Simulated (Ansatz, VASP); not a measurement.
**W: VASP beside Ansatz**

```
W
1.0
     0.00000    2.05581    1.85475
     2.05581    0.00000    1.85475
     2.05581    2.05581    0.00000
W
1
Direct
  0.00000 0.00000 0.00000
```

Alike in both runs: task single point; functional LDA; k mesh 22 × 22 × 22; occupations gaussian, width 0.15 eV; no spin polarisation.

```csv
,VASP,Ansatz
version,VASP 6.6.1,Ansatz 0.2.0
potentials or method,"VASP PAW LDA potentials, release 64 (W_sv), cutoff 520 eV","scalar-relativistic, plane waves, PAW"
valence electrons in the cell,14,14
```

VASP gave:

| Property | Result |
| --- | --- |
| gap on the k mesh at the Fermi level (eV) | none |
| pressure (GPa) | 1.4 |
| traceless stress, the component that is largest in VASP (GPa) | -17.79 |

Problem. Estimate Ansatz's values.

Solution. gap on the k mesh at the Fermi level (eV): none; pressure (GPa): -0.3; traceless stress, the component that is largest in VASP (GPa): -17.77.

Ansatz warns that its potentials were made for another functional, while VASP's fit it. LDA's correlation is that of Perdew and Zunger in VASP and of Perdew and Wang (1992) in Ansatz. A gap of «none» marks a metal or a gap that the smearing closes.

Spin-orbit coupling is off throughout.
